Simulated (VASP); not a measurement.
Crystal: BiB (rocksalt type).

```xyz
2
Lattice="0.0000 2.4113 2.4113 2.4113 0.0000 2.4113 2.4113 2.4113 0.0000" Properties=species:S:1:pos:R:3 pbc="T T T"
B     0.0000    0.0000    0.0000
Bi    2.4113    2.4113    2.4113
```

```yaml
Program: VASP 6.6.1
Task: relaxation of cell and atoms
Functional: PBE
Potentials_or_basis: VASP PAW PBE potentials, release 64 (B, Bi_d)
Cutoff: 600 eV
k_mesh: 12 × 12 × 12
Occupations: fermi-dirac, width 0.05 eV
Spin: no spin polarisation
```

At the start: pressure 40.9 GPa; volume 14.02 Å³/atom.

**Question.** Where does the relaxation end?

**Answer.** Over 18 steps the energy falls by 430.9 meV/atom and the volume is 18.37 Å³/atom (+31.0 %); space group Fm-3m (No. 225, to 0.05 Å).

The path:
```csv
step,energy change (eV),largest force (eV/Å),pressure (GPa),volume (Å³)
1,0.0000,0.0000,40.92,28.04
2,-0.5192,0.0000,-10.71,45.22
3,-0.8618,0.0000,-0.07,36.77
4,-0.8616,0.0000,0.35,36.58
5,-0.8616,0.0000,0.35,36.58
6,-0.8616,0.0000,0.33,36.59
7,-0.8616,0.0000,0.33,36.59
8,-0.8616,0.0000,0.33,36.59
9,-0.8616,0.0000,0.33,36.59
10,-0.8616,0.0000,0.33,36.59
11,-0.8616,0.0000,0.34,36.59
12,-0.8616,0.0000,0.33,36.59
13,-0.8616,0.0000,0.32,36.60
14,-0.8617,0.0000,0.29,36.60
15,-0.8617,0.0000,0.26,36.62
16,-0.8617,0.0000,0.19,36.65
17,-0.8618,0.0000,0.06,36.71
18,-0.8618,0.0000,0.00,36.74
```

Final structure:
```xyz
2
Lattice="0.0000 2.6385 2.6385 2.6385 0.0000 2.6385 2.6385 2.6385 0.0000" Properties=species:S:1:pos:R:3 pbc="T T T"
B     0.0000    0.0000    0.0000
Bi    2.6385    2.6385    2.6385
```

Caveat: the volume moved by over 15 % at a fixed basis, so the end points are rough.
